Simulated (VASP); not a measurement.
# GaN (P6_3mc) in VASP: relaxation of cell and atoms with PBE

Aim: the relaxation of cell and atoms of GaN with PBE.

All numbers are computed with VASP 6.6.1; they aren't measurements. Logs are shortened: lines on timing, memory, paths and dates and some standing lists are left out, and cuts for length are marked.

### 1 The cell of the first run

It takes space group P6_3mc (No. 186, hexagonal). Conventional cell: a = 3.189 Å, b = 3.189 Å, c = 5.192 Å, α = 90.00°, β = 90.00°, γ = 120.00°. Ga (site symmetry 3m) has 4 N at 1.95 to 1.96 Å within 2.6 Å. N (site symmetry 3m) has 4 Ga at 1.95 to 1.96 Å within 2.6 Å.

### 2 Relaxation of cell and atoms, PBE

INCAR

```
SYSTEM = GaN
ALGO = Normal
EDIFF = 1E-6
EDIFFG = -0.005
ENCUT = 600
GGA = PE
IBRION = 2
ISIF = 3
ISMEAR = 0
LASPH = .True.
LCHARG = .False.
LREAL = .False.
LWAVE = .False.
NELM = 60
NSW = 100
PREC = Accurate
SIGMA = 0.02
```

KPOINTS

```
k-points
0
Gamma
  12 12 6
  0 0 0
```

POSCAR

```
GaN
1.0
    3.1889304035      0.0000000000      0.0000000000
   -1.5944652018      2.7616947404      0.0000000000
    0.0000000000      0.0000000000      5.1923572500
Ga N
2 2
Direct
    0.6666666700      0.3333333300      0.4990837100
    0.3333333300      0.6666666700      0.9990837100
    0.6666666700      0.3333333300      0.8759162900
    0.3333333300      0.6666666700      0.3759162900
```

Potentials or basis: VASP PAW PBE potentials, release 64 (Ga_d, N).

Command:

```sh
$ cat potpaw_PBE.64/Ga_d/POTCAR potpaw_PBE.64/N/POTCAR > POTCAR
$ mpirun -np 1 vasp_std > vasp.out
```

OUTCAR:

```text
SYSTEM = GaN
   EDIFF = 1E-6
   EDIFFG = -0.005
   ENCUT = 600
   GGA = PE
   IBRION = 2
   ISIF = 3
   ISMEAR = 0
   LASPH = .True.
   LREAL = .False.
   NELM = 60
   NSW = 100
   PREC = Accurate

 ion  position               nearest neighbor table
   1  0.667  0.333  0.499-   4 1.95   4 1.95   4 1.95   3 1.96
   2  0.333  0.667  0.999-   3 1.95   3 1.95   3 1.95   4 1.96
   3  0.667  0.333  0.876-   2 1.95   2 1.95   2 1.95   1 1.96
   4  0.333  0.667  0.376-   1 1.95   1 1.95   1 1.95   2 1.96

  LATTYP: Found a hexagonal cell.
 ALAT       =     3.1889304035
 C/A-ratio  =     1.6282441424

  Lattice vectors:

 A1 = (   3.1889304035,   0.0000000000,   0.0000000000)
 A2 = (  -1.5944652018,   2.7616947404,   0.0000000000)
 A3 = (   0.0000000000,   0.0000000000,   5.1923572500)

Analysis of symmetry for initial positions (statically):
=====================================================================
 Subroutine PRICEL returns:
 Original cell was already a primitive cell.

 Routine SETGRP: Setting up the symmetry group for a
 hexagonal supercell.

 Subroutine GETGRP returns: Found 12 space group operations
 (whereof  6 operations were pure point group operations)
 out of a pool of 24 trial point group operations.

The static configuration has the point symmetry C_3v.
 The point group associated with its full space group is C_6v.

Analysis of symmetry for dynamics (positions and initial velocities):
=====================================================================
 Subroutine PRICEL returns:
 Original cell was already a primitive cell.

 Routine SETGRP: Setting up the symmetry group for a
 hexagonal supercell.

 Subroutine GETGRP returns: Found 12 space group operations
 (whereof  6 operations were pure point group operations)
 out of a pool of 24 trial point group operations.

The dynamic configuration has the point symmetry C_3v.
 The point group associated with its full space group is C_6v.

 Subroutine INISYM returns: Found 12 space group operations
 (whereof  6 operations are pure point group operations),
 and found     1 'primitive' translations

----------------------------------------------------------------------------------------

                                     Primitive cell

  volume of cell :      45.7283

  direct lattice vectors                    reciprocal lattice vectors
     3.188930404  0.000000000  0.000000000     0.313584768  0.181048250  0.000000000
    -1.594465202  2.761694740  0.000000000     0.000000000  0.362096500  0.000000000
     0.000000000  0.000000000  5.192357250     0.000000000  0.000000000  0.192590754

  length of vectors
     3.188930404  3.188930404  5.192357250     0.362096500  0.362096500  0.192590754

  position of ions in fractional coordinates (direct lattice)
     0.666666670  0.333333330  0.499083710
     0.333333330  0.666666670  0.999083710
     0.666666670  0.333333330  0.875916290
     0.333333330  0.666666670  0.375916290

  ion indices of the primitive-cell ions
   primitive index   ion index
                 1           1
                 2           2
                 3           3
                 4           4

----------------------------------------------------------------------------------------

 KPOINTS: k-points

Automatic generation of k-mesh.
 Grid dimensions read from file:
 generate k-points for:   12   12    6

 Generating k-lattice:

  Cartesian coordinates                     Fractional coordinates (reciprocal lattice)
     0.026132064  0.015087354  0.000000000     0.083333333  0.000000000  0.000000000
     0.000000000  0.030174708  0.000000000     0.000000000  0.083333333  0.000000000
     0.000000000  0.000000000  0.032098459     0.000000000  0.000000000  0.166666667

  Length of vectors
     0.030174708  0.030174708  0.032098459

  Shift w.r.t. Gamma in fractional coordinates (k-lattice)
     0.000000000  0.000000000  0.000000000

 Subroutine IBZKPT returns following result:
 ===========================================

 Found     76 irreducible k-points:

 Following reciprocal coordinates:
            Coordinates               Weight
  0.000000  0.000000  0.000000      1.000000
  0.083333  0.000000  0.000000      6.000000
  0.166667  0.000000  0.000000      6.000000
  0.250000  0.000000  0.000000      6.000000
  0.333333  0.000000  0.000000      6.000000
  0.416667  0.000000  0.000000      6.000000
[... 16 lines left out ...]
  0.250000  0.000000  0.166667     12.000000
  0.333333  0.000000  0.166667     12.000000
 [... further k-points ...]
   k-points           NKPTS =     76   k-points in BZ     NKDIM =     76   number of bands    NBANDS=     22
   number of dos      NEDOS =    301   number of ions     NIONS =      4
   total plane-waves  NPLWV =  32928
   dimension x,y,z NGX =    28 NGY =   28 NGZ =   42
   dimension x,y,z NGXF=    56 NGYF=   56 NGZF=   84
   ions per type =               2   2
   NGX,Y,Z   is equivalent  to a cutoff of  14.60, 14.60, 13.45 a.u.
   NGXF,Y,Z  is equivalent  to a cutoff of  29.19, 29.19, 26.89 a.u.
 SYSTEM =  GaN
   PREC   = accura    normal or accurate (medium, high low for compatibility)
   ISTART =      0    job   : 0-new  1-cont  2-samecut
   ICHARG =      2    charge: 1-file 2-atom 10-const
   ISPIN  =      1    spin polarized calculation?
   LNONCOLLINEAR =      F non collinear calculations
   LSORBIT =      F    spin-orbit coupling
   LASPH  =      T    aspherical Exc in radial PAW
   ENCUT  =  600.0 eV  44.10 Ry    6.64 a.u.   6.37  6.37 10.37*2*pi/ulx,y,z
   NELM   =     60;   NELMIN=  2; NELMDL= -5     # of ELM steps
   EDIFF  = 0.1E-05   stopping-criterion for ELM
   LREAL  =      F    real-space projection
   EDIFFG = -.5E-02   stopping-criterion for IOM
   NSW    =    100    number of steps for IOM
   IBRION =      2    ionic relax: 0-MD 1-quasi-New 2-CG
   NFREE  =      1    steps in history (QN), initial steepest desc. (CG)
   ISIF   =      3    stress and relaxation
   ISYM   =      2    0-nonsym 1-usesym 2-fastsym
   POTIM  = 0.5000    time-step for ionic-motion
   TEBEG  =    0.0;   TEEND  =   0.0 temperature during run
   PSTRESS=    0.0 pullay stress
   NELECT =      36.0000    total number of electrons
   NUPDOWN=      -1.0000    fix difference up-down
   EMIN   =  10.00;   EMAX   =-10.00  energy-range for DOS
   EFERMI =   0.00;   METHOD = LEGACY
   ISMEAR =     0;   SIGMA  =   0.02  broadening in eV -4-tet -1-fermi 0-gaus
   EFERMI_NEDOS =   21; number of points for ismear=-14 and -15
   IALGO  =     38    algorithm
   IMIX   =      4    mixing-type and parameters
     AMIX     =   0.40;   BMIX     =  1.00
     AMIX_MAG =   1.60;   BMIX_MAG =  1.00
  volume/ion in A,a.u.               =      11.43        77.15
  Fermi-wavevector in a.u.,A,eV,Ry     =   1.511636  2.856578 31.089905  2.285044
  Thomas-Fermi vector in A             =   2.621667
   LORBIT       =      0    0 simple, 1 ext, 2 COOP (PROOUT), +10 PAW based schemes
   GGA     = PE    functional components
   LHFCALC =     F    Hartree Fock is set to
   AEXX    =    0.0000 exact exchange contribution
   IVDW    =     0    specifies the selected vdW correction
   LEPSILON=     F    determine dielectric tensor
   LRPA    =     F    only Hartree local field effects (RPA)
 conjugate gradient relaxation of ions
 non-spin polarized calculation
 Gauss-broadening in eV      SIGMA  =   0.02
  energy-cutoff  :      600.00
  volume of cell :       45.73
 maximum number of plane-waves:      1550
 NGX is ok and might be reduce to    28
   NGX = 13   NGY = 13   NGZ = 21

--------------------------------------- Ionic step        1  -------------------------------------------

 number of electron      35.9999997 magnetization

 Free energy of the ion-electron system (eV)
  ---------------------------------------------------
  ext. energy  EPLUGINS =         0.00000000
  ---------------------------------------------------
  free energy    TOTEN  =       -24.30906874 eV

  energy without entropy =      -24.30906874  energy(sigma->0) =      -24.30906874

------------------------ aborting loop because EDIFF is reached ----------------------------------------

  FORCE on cell =-STRESS in cart. coord.  units (eV):
  Direction    XX          YY          ZZ          XY          YZ          ZX
  --------------------------------------------------------------------------------------
  -------------------------------------------------------------------------------------
  Total        1.4255735      1.4255735      1.4677445     -0.0000000      0.0000000      0.0000000
  in kB       49.9476318     49.9476318     51.4251746     -0.0000000      0.0000000      0.0000000
  external PRESSURE =      50.4401461 kB  Pullay stress =       0.0000000 kB

 VOLUME and BASIS-vectors are now :
 -----------------------------------------------------------------------------
  energy-cutoff  :      600.00
  volume of cell :       45.73
      direct lattice vectors                 reciprocal lattice vectors
     3.188930404  0.000000000  0.000000000     0.313584768  0.181048250  0.000000000
    -1.594465202  2.761694740  0.000000000     0.000000000  0.362096500  0.000000000
     0.000000000  0.000000000  5.192357250     0.000000000  0.000000000  0.192590754
[... 191 lines left out ...]
 POSITION                                       TOTAL-FORCE (eV/Angst)
 -----------------------------------------------------------------------------------
      1.60893      0.92891      2.61604         0.000000      0.000000      0.001027
     -0.00000      1.85783      5.23671        -0.000000     -0.000000      0.001027
      1.60893      0.92891      4.59083         0.000000      0.000000     -0.001027
     -0.00000      1.85783      1.97015        -0.000000     -0.000000     -0.001027
 -----------------------------------------------------------------------------------
    total drift:                               -0.000010      0.000007      0.000349

  FREE ENERGIE OF THE ION-ELECTRON SYSTEM (eV)
  ---------------------------------------------------
  free  energy   TOTEN  =       -24.3290256292 eV

  energy  without entropy=      -24.3290256292  energy(sigma->0) =      -24.32902563

--------------------------------------- Ionic step        7  -------------------------------------------

 number of electron      36.0000002 magnetization

 Free energy of the ion-electron system (eV)
  ---------------------------------------------------
  ext. energy  EPLUGINS =         0.00000000
  ---------------------------------------------------
  free energy    TOTEN  =       -24.32902809 eV

  energy without entropy =      -24.32902809  energy(sigma->0) =      -24.32902809

 E-fermi :   5.1248     XC(G=0): -11.5181

 val. band max:        5.0145209045   @ k =   0.0000   0.0000   0.0000
 cond. band min:       6.7344679652   @ k =   0.0000   0.0000   0.0000
 fundamental gap:      1.7199470607
 Fermi energy:         5.1248347211

 k-point     1 :       0.0000    0.0000    0.0000
  band No.  band energies     occupation
      1     -10.7257      2.00000
      2      -9.9006      2.00000
      3      -8.4065      2.00000
      4      -8.3921      2.00000
      5      -8.3921      2.00000
      6      -8.3362      2.00000
[... 14 lines left out ...]
     21      14.0425      0.00000
     22      14.7449      0.00000
[... 552 lines left out ...]
  band No.  band energies     occupation
      1     -10.0281      2.00000
      2      -9.7779      2.00000
      3      -8.3468      2.00000
      4      -8.3174      2.00000
      5      -8.2634      2.00000
      6      -8.2052      2.00000
[... 14 lines left out ...]
     21      11.9059      0.00000
     22      13.0863      0.00000

 [... further k-points ...]

------------------------ aborting loop because EDIFF is reached ----------------------------------------

  FORCE on cell =-STRESS in cart. coord.  units (eV):
  Direction    XX          YY          ZZ          XY          YZ          ZX
  --------------------------------------------------------------------------------------
  -------------------------------------------------------------------------------------
  Total       -0.0173005     -0.0173005      0.0067583      0.0000000     -0.0000000      0.0000000
  in kB       -0.5896730     -0.5896730      0.2303494      0.0000000     -0.0000000      0.0000000
  external PRESSURE =      -0.3163322 kB  Pullay stress =       0.0000000 kB

 VOLUME and BASIS-vectors are now :
 -----------------------------------------------------------------------------
  energy-cutoff  :      600.00
  volume of cell :       47.01
      direct lattice vectors                 reciprocal lattice vectors
     3.217988250 -0.000000000 -0.000000000     0.310753155  0.179413417  0.000000000
    -1.608994125  2.786859573  0.000000000     0.000000000  0.358826835  0.000000000
     0.000000000  0.000000000  5.241531491     0.000000000 -0.000000000  0.190783934

 POSITION                                       TOTAL-FORCE (eV/Angst)
 -----------------------------------------------------------------------------------
      1.60899      0.92895      2.61612        -0.000000      0.000000      0.001067
     -0.00000      1.85791      5.23689         0.000000     -0.000000      0.001067
      1.60899      0.92895      4.59098        -0.000000      0.000000     -0.001067
     -0.00000      1.85791      1.97022         0.000000     -0.000000     -0.001067
 -----------------------------------------------------------------------------------
    total drift:                               -0.000010      0.000007     -0.000072

  FREE ENERGIE OF THE ION-ELECTRON SYSTEM (eV)
  ---------------------------------------------------
  free  energy   TOTEN  =       -24.3290280895 eV

  energy  without entropy=      -24.3290280895  energy(sigma->0) =      -24.32902809

 reached required accuracy - stopping structural energy minimisation
```

Wall time 5.8 min (1 thread of Intel Xeon 8259CL, shared host); peak memory 0.24 GiB.

Results:

- Free energy: -24.3290 eV
- Relaxed volume: 11.75 Å³/atom
- Relaxed cell: a = 3.218 Å, b = 3.218 Å, c = 5.242 Å, α = 90.00°, β = 90.00°, γ = 120.00°
- Space group after relaxing (to 0.1 Å): P6_3mc (No. 186)
- Energy gained by relaxing: 5.0 meV/atom
- Ionic steps: 7
- Pressure after relaxing: 0.0 GPa
- Band gap on the k mesh: 1.72 eV

Step by step:
```tsv
step	energy change (eV)	largest force (eV/Å)	pressure (GPa)	volume (Å³)
1	0.0000	0.0058	5.04	45.73
2	-0.0062	0.0042	-3.78	48.15
3	-0.0200	0.0003	0.03	47.03
4	-0.0200	0.0002	-0.47	47.05
5	-0.0196	0.0039	0.70	46.84
6	-0.0200	0.0010	0.06	47.00
7	-0.0200	0.0011	-0.03	47.01
```

Final structure:
```
Ga N
1.0
     3.21799    0.00000    0.00000
    -1.60899    2.78686    0.00000
     0.00000    0.00000    5.24153
Ga N
2 2
Direct
  0.66667 0.33333 0.49911
  0.33333 0.66667 0.99911
  0.66667 0.33333 0.87589
  0.33333 0.66667 0.37589
```
